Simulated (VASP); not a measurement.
Crystal: LiY3.

```xyz
4
Lattice="4.9225 0.0000 0.0000 0.0000 4.9225 0.0000 0.0000 0.0000 4.9225" Properties=species:S:1:pos:R:3 pbc="T T T"
Li    0.0000    0.0000    0.0000
Y     0.0000    2.4613    2.4613
Y     2.4613    0.0000    2.4613
Y     2.4613    2.4613    0.0000
```

```yaml
Program: VASP 6.6.1
Task: relaxation of cell and atoms
Functional: LDA
Potentials_or_basis: VASP PAW LDA potentials, release 64 (Li_sv, Y_sv)
Cutoff: 600 eV
k_mesh: 9 × 9 × 9
Occupations: gaussian, width 0.05 eV
Spin: no spin polarisation
```

At the start: pressure -3.2 GPa; volume 29.82 Å³/atom.

**Question.** How do energy, volume and symmetry change on relaxing?

**Answer.** Over 3 steps the energy falls by 31.5 meV/atom and the volume is 26.87 Å³/atom (-9.9 %); space group Pm-3m (No. 221, to 0.1 Å) before and after.

Step by step:
```csv
step,energy change (eV),largest force (eV/Å),pressure (GPa),volume (Å³)
1,0.0000,0.0000,-3.22,119.28
2,-0.1230,0.0000,-0.58,109.24
3,-0.1258,0.0000,0.03,107.48
```

Final structure:
```yaml
crystal:
  lattice:
    - [4.75459, 0.00000, 0.00000]
    - [0.00000, 4.75459, 0.00000]
    - [0.00000, 0.00000, 4.75459]
  atoms:
    - { symbol: Li, position: [0.00000, 0.00000, 0.00000] }
    - { symbol: Y, position: [0.00000, 0.50000, 0.50000] }
    - { symbol: Y, position: [0.50000, 0.00000, 0.50000] }
    - { symbol: Y, position: [0.50000, 0.50000, 0.00000] }
```

Caveat: the cutoff is under 1.25 times the usual one of these potentials, so pressure, stress and relaxed cells hold a basis-set (Pulay) error.
